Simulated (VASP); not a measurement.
# C32O (a cell with a defect) in VASP: single point with PBE+D3(BJ)

Aim: the single point of C32O (a cell with a defect) with PBE+D3(BJ).

All numbers are computed with VASP 6.6.1; they aren't measurements. Logs are shortened: lines on timing, memory, paths and dates and some standing lists are left out, and cuts for length are marked.

## Step 1: The cell of the first run

The cell holds a defect, 33 atoms: a = 7.135 Å, b = 7.433 Å, c = 7.433 Å, α = 70.11°, β = 61.32°, γ = 61.32°.

## Step 2: Single point, PBE+D3(BJ)

File INCAR:

```
  ALGO = Normal
  EDIFF = 1E-7
  ENCUT = 520
  GGA = PE
  ISIF = 2
  ISMEAR = 0
  IVDW = 12
  LASPH = T
  LCHARG = F
  LREAL = Auto
  LWAVE = F
  NBANDS = 89
  NELM = 60
  PREC = Accurate
  SIGMA = 0.1
```

File KPOINTS:

```
k-points
0
Gamma
  4 4 4
```

File POSCAR:

```
C32O
1.0
    0.0000000000      0.0000000000      7.1348522610
    1.2323690480      6.4035774147      3.5674261305
   -6.1618452403      2.1345258048      3.5674261305
C O
32 1
Direct
   -0.0044163740      0.3339779006      0.6668866009
    0.5035519577      0.3339779006      0.6668866009
    0.2431412732      0.5810494822      0.9168559379
    0.7589532151      0.5810494822      0.9168559379
    0.8724514181      0.2083633553      0.0410405552
    0.3781446166      0.2083633553      0.0410405552
    0.1211683758      0.4576546385      0.2923436634
    0.6288332674      0.4576546385      0.2923436634
    0.8775503886      0.7089577635      0.5416350905
    0.3718566660      0.7089577635      0.5416350905
    0.1223181592      0.9596370904      0.7903613054
    0.6276833536      0.9596370904      0.7903613054
   -0.0089514483      0.8331423094      0.1689488707
    0.5068602133      0.8331423094      0.1689488707
    0.2464498188      0.0831114845      0.4160203512
    0.7544184308      0.0831114845      0.4160203512
    0.1211675956      0.2923381220      0.4576600585
    0.6288341691      0.2923381220      0.4576600585
    0.3718576632      0.5416297487      0.7089630731
    0.8775494236      0.5416297487      0.7089630731
    0.9910469563      0.1689439046      0.8331478703
    0.5068613175      0.1689439046      0.8331478703
    0.2464510228      0.4160152033      0.0831170275
    0.7544166915      0.4160152033      0.0831170275
   -0.0044147662      0.6668811802      0.3339831893
    0.5035504820      0.6668811802      0.3339831893
    0.2431403448      0.9168503936      0.5810543607
    0.7589549497      0.9168503936      0.5810543607
    0.1223160648      0.7903559404      0.9596424394
    0.6276856041      0.7903559404      0.9596424394
    0.3781437902      0.0410352447      0.2083683565
    0.8724525538      0.0410352447      0.2083683565
    0.3750008840     -0.1249930393     -0.1250087470
```

Potentials or basis: VASP PAW PBE potentials, release 64 (C, O).

Run with:

```bash
> cat potpaw_PBE.64/C/POTCAR potpaw_PBE.64/O/POTCAR > POTCAR
> mpirun -np 1 vasp_std > vasp.out
```

OUTCAR:

```text
EDIFF = 1E-7
   ENCUT = 520
   GGA = PE
   ISIF = 2
   ISMEAR = 0
   IVDW = 12
   LASPH = T
   LREAL = Auto
   NELM = 60
   PREC = Accurate
 IVDW          = 12

 ion  position               nearest neighbor table
   1  0.996  0.334  0.667-  21 1.41  20 1.42  17 1.43
   2  0.504  0.334  0.667-  22 1.41  19 1.42  18 1.43
   3  0.243  0.581  0.917-  23 1.41  19 1.42  29 1.43
   4  0.759  0.581  0.917-  24 1.41  20 1.42  30 1.43
   5  0.872  0.208  0.041-  21 1.42  24 1.42  32 1.43
   6  0.378  0.208  0.041-  22 1.42  23 1.42  31 1.43
   7  0.121  0.458  0.292-  17 1.41  25 1.43  23 1.43
   8  0.629  0.458  0.292-  18 1.41  26 1.43  24 1.43
   9  0.878  0.709  0.542-  28 1.42  25 1.42  20 1.43
  10  0.372  0.709  0.542-  27 1.42  26 1.42  19 1.43
  11  0.122  0.960  0.790-  21 1.43  27 1.43  29 1.45  33 1.94
  12  0.628  0.960  0.790-  22 1.43  28 1.43  30 1.45  33 1.94
  13  0.991  0.833  0.169-  25 1.41  32 1.42  29 1.43
  14  0.507  0.833  0.169-  26 1.41  31 1.42  30 1.43
  15  0.246  0.083  0.416-  27 1.41  31 1.42  17 1.43
  16  0.754  0.083  0.416-  28 1.41  32 1.42  18 1.43
  17  0.121  0.292  0.458-   7 1.41   1 1.43  15 1.43
  18  0.629  0.292  0.458-   8 1.41   2 1.43  16 1.43
[... 8 lines left out ...]
  27  0.243  0.917  0.581-  15 1.41  10 1.42  11 1.43
  28  0.759  0.917  0.581-  16 1.41   9 1.42  12 1.43
  29  0.122  0.790  0.960-  13 1.43   3 1.43  11 1.45  33 1.94
  30  0.628  0.790  0.960-  14 1.43   4 1.43  12 1.45  33 1.94
  31  0.378  0.041  0.208-  14 1.42  15 1.42   6 1.43
  32  0.872  0.041  0.208-  13 1.42  16 1.42   5 1.43
  33  0.375  0.875  0.875-  12 1.94  11 1.94  29 1.94  30 1.94

  LATTYP: Found a body centered orthorhombic cell.
 ALAT       =     7.1348522610
 B/A-ratio  =     1.1966755452
 C/A-ratio  =     1.3818018963

  Lattice vectors:

 A1 = (  -1.2323690480,  -6.4035774147,  -3.5674261305)
 A2 = (   6.1618452403,  -2.1345258048,   3.5674261305)
 A3 = (  -6.1618452403,   2.1345258048,   3.5674261305)

Analysis of symmetry for initial positions (statically):
=====================================================================
 Subroutine PRICEL returns:
 Original cell was already a primitive cell.

 Routine SETGRP: Setting up the symmetry group for a
 body centered orthorhombic supercell.

 Subroutine GETGRP returns: Found  4 space group operations
 (whereof  1 operations were pure point group operations)
 out of a pool of  8 trial point group operations.
[... 174 lines left out ...]
   EDIFFG = 0.1E-05   stopping-criterion for IOM
   NSW    =      0    number of steps for IOM
   IBRION =     -1    ionic relax: 0-MD 1-quasi-New 2-CG
   NFREE  =      0    steps in history (QN), initial steepest desc. (CG)
   ISIF   =      2    stress and relaxation
   ISYM   =      2    0-nonsym 1-usesym 2-fastsym
   POTIM  = 0.5000    time-step for ionic-motion
   TEBEG  =    0.0;   TEEND  =   0.0 temperature during run
   PSTRESS=    0.0 pullay stress
   NELECT =     134.0000    total number of electrons
   NUPDOWN=      -1.0000    fix difference up-down
   EMIN   =  10.00;   EMAX   =-10.00  energy-range for DOS
   EFERMI =   0.00;   METHOD = LEGACY
   ISMEAR =     0;   SIGMA  =   0.10  broadening in eV -4-tet -1-fermi 0-gaus
   EFERMI_NEDOS =   21; number of points for ismear=-14 and -15
   IALGO  =     38    algorithm
   IMIX   =      4    mixing-type and parameters
     AMIX     =   0.40;   BMIX     =  1.00
     AMIX_MAG =   1.60;   BMIX_MAG =  1.00
  volume/ion in A,a.u.               =       9.10        61.41
  Fermi-wavevector in a.u.,A,eV,Ry     =   1.251010  2.364066 21.293465  1.565026
  Thomas-Fermi vector in A             =   2.384977
   LORBIT       =      0    0 simple, 1 ext, 2 COOP (PROOUT), +10 PAW based schemes
   GGA     = PE    functional components
   LHFCALC =     F    Hartree Fock is set to
   AEXX    =    0.0000 exact exchange contribution
   IVDW    =    12    specifies the selected vdW correction
   LEPSILON=     F    determine dielectric tensor
   LRPA    =     F    only Hartree local field effects (RPA)
 non-spin polarized calculation
 Gauss-broadening in eV      SIGMA  =   0.10
  energy-cutoff  :      520.00
  volume of cell :      300.29
 maximum number of plane-waves:      8118
 NGX is ok and might be reduce to    54
   NGX = 27   NGY = 27   NGZ = 27

 number of electron     133.9999992 magnetization

 Free energy of the ion-electron system (eV)
  ---------------------------------------------------
  ext. energy  EPLUGINS =         0.00000000
  ---------------------------------------------------
  free energy    TOTEN  =      -297.30054286 eV

  energy without entropy =     -297.29487375  energy(sigma->0) =     -297.29770831

 E-fermi :   4.2192     XC(G=0): -10.0897

 val. band max:        4.1921302084   @ k =   0.0000   0.5000   0.5000
 cond. band min:       4.2506110871   @ k =   0.2500   0.0000   0.0000
 fundamental gap:      0.0584808787
 Fermi energy:         4.2191595758

 k-point     1 :       0.0000    0.0000    0.0000
  band No.  band energies     occupation
      1     -15.6953      2.00000
      2     -14.1982      2.00000
      3     -14.1423      2.00000
      4     -14.0350      2.00000
      5     -13.7069      2.00000
      6     -13.6932      2.00000
[... 1465 lines left out ...]
     78       9.2659      0.00000
     79       9.3723      0.00000
 [bands above 79 left out]

------------------------ aborting loop because EDIFF is reached ----------------------------------------

 Edisp (eV)   -4.77626

 E8    (eV) :    -1.3397

  FORCE on cell =-STRESS in cart. coord.  units (eV):
  Direction    XX          YY          ZZ          XY          YZ          ZX
  --------------------------------------------------------------------------------------
  -------------------------------------------------------------------------------------
  Total       4.07713     4.77538     1.69587    -0.60470    -0.00000     0.00000
  in kB      21.75293    25.47835     9.04808    -3.22631    -0.00000     0.00000
  external pressure =       18.76 kB  Pullay stress =        0.00 kB

 VOLUME and BASIS-vectors are now :
 -----------------------------------------------------------------------------
  energy-cutoff  :      520.00
  volume of cell :      300.29
      direct lattice vectors                 reciprocal lattice vectors
     0.000000000  0.000000000  7.134852261     0.050715328 -0.087841524  0.140157072
     1.232369048  6.403577415  3.567426130     0.050715328  0.146402540  0.000000000
    -6.161845240  2.134525805  3.567426130    -0.152145983  0.029280508  0.000000000

 POSITION                                       TOTAL-FORCE (eV/Angst)
 -----------------------------------------------------------------------------------
     -3.69767      3.56214     10.67385        -0.008291      0.002775     -0.000502
     -3.69767      3.56214      7.16328        -0.008291      0.002775      0.000502
     -4.93346      5.67785      7.07844         0.001156     -0.000460      0.001636
     -4.93346      5.67785     10.75869         0.001156     -0.000460     -0.001636
      0.00390      1.42187      7.11454        -0.000856      0.001557     -0.001018
      0.00390      1.42187      3.58774        -0.000856      0.001557      0.001018
[... 25 lines left out ...]
     -1.23336      0.70754      7.11455        -0.000566      0.001628     -0.001147
     -4.31323      7.47087      8.91857        -0.000026     -0.000015      0.000000
 -----------------------------------------------------------------------------------
    total drift:                                0.002588     -0.000953     -0.000005

  FREE ENERGIE OF THE ION-ELECTRON SYSTEM (eV)
  ---------------------------------------------------
  free  energy   TOTEN  =      -302.0768043884 eV

  energy  without entropy=     -302.0711352731  energy(sigma->0) =     -302.07396983
```

OSZICAR:

```text
N       E                     dE             d eps       ncg     rms          rms(c)
DAV:   1     0.592232047020E+03    0.59223E+03   -0.68799E+04  3204   0.141E+03
DAV:   2    -0.259172655810E+03   -0.85140E+03   -0.81368E+03  3939   0.301E+02
DAV:   3    -0.314866513759E+03   -0.55694E+02   -0.55000E+02  3896   0.770E+01
DAV:   4    -0.316036177706E+03   -0.11697E+01   -0.11662E+01  4032   0.119E+01
DAV:   5    -0.316075782724E+03   -0.39605E-01   -0.39578E-01  4224   0.202E+00    0.257E+01
DAV:   6    -0.301806214063E+03    0.14270E+02   -0.14691E+01  3568   0.107E+01    0.150E+01
DAV:   7    -0.297269890444E+03    0.45363E+01   -0.15661E+01  3612   0.113E+01    0.427E+00
DAV:   8    -0.297281005923E+03   -0.11115E-01   -0.72543E-01  3870   0.323E+00    0.265E+00
DAV:   9    -0.297295443006E+03   -0.14437E-01   -0.13589E-01  3615   0.122E+00    0.357E-01
DAV:  10    -0.297299018738E+03   -0.35757E-02   -0.22202E-02  3760   0.484E-01    0.178E-01
DAV:  11    -0.297299830645E+03   -0.81191E-03   -0.25042E-03  3672   0.180E-01    0.824E-02
DAV:  12    -0.297300395691E+03   -0.56505E-03   -0.55575E-04  3624   0.826E-02    0.334E-02
DAV:  13    -0.297300543614E+03   -0.14792E-03   -0.22302E-04  3528   0.533E-02    0.151E-02
DAV:  14    -0.297300542302E+03    0.13123E-05   -0.12342E-05  3976   0.123E-02    0.703E-03
DAV:  15    -0.297300542836E+03   -0.53465E-06   -0.56850E-06  3528   0.777E-03    0.249E-03
DAV:  16    -0.297300542863E+03   -0.26756E-07   -0.33188E-07  3512   0.194E-03
   1 F= -.30207680E+03 E0= -.30207397E+03  d E =-.566912E-02
```

It took 6.5 min on 1 thread of Intel Xeon 6975P-C (Granite Rapids), shared host; peak memory 0.55 GiB.

What came out:

```yaml
Free_energy: -302.0768 eV
Pressure: 1.9 GPa
Largest_force: 0.009 eV/Å
Band_gap_on_the_k_mesh: zero (bands 67 and 68 overlap by 0.13 eV)
Dispersion_energy_per_atom: -0.145 eV
```

Forces on the atoms (eV/Å):
```
C   -0.008  0.003 -0.001
C   -0.008  0.003  0.001
C    0.001  0.000  0.002
C    0.001  0.000 -0.002
C   -0.001  0.002 -0.001
C   -0.001  0.002  0.001
C   -0.001  0.000  0.000
C   -0.001  0.000  0.000
C    0.001 -0.002  0.001
C    0.001 -0.002 -0.001
C    0.004  0.002 -0.002
C    0.004  0.002  0.002
C    0.000  0.001  0.002
C    0.000  0.001 -0.002
C   -0.002 -0.009 -0.001
C   -0.002 -0.009  0.001
C    0.001  0.000  0.000
C    0.001  0.000  0.000
C    0.001 -0.001 -0.001
C    0.001 -0.001  0.001
C   -0.001  0.000  0.002
C   -0.001  0.000 -0.002
C    0.008 -0.003 -0.001
C    0.008 -0.003  0.001
C    0.002  0.009 -0.001
C    0.002  0.009  0.001
C    0.000 -0.001  0.002
C    0.000 -0.001 -0.002
C   -0.004 -0.002 -0.003
C   -0.004 -0.002  0.003
C   -0.001  0.002  0.001
C   -0.001  0.002 -0.001
O    0.000  0.000  0.000
```

The gap in the log of VASP goes by the Fermi energy; the results here count the filled bands.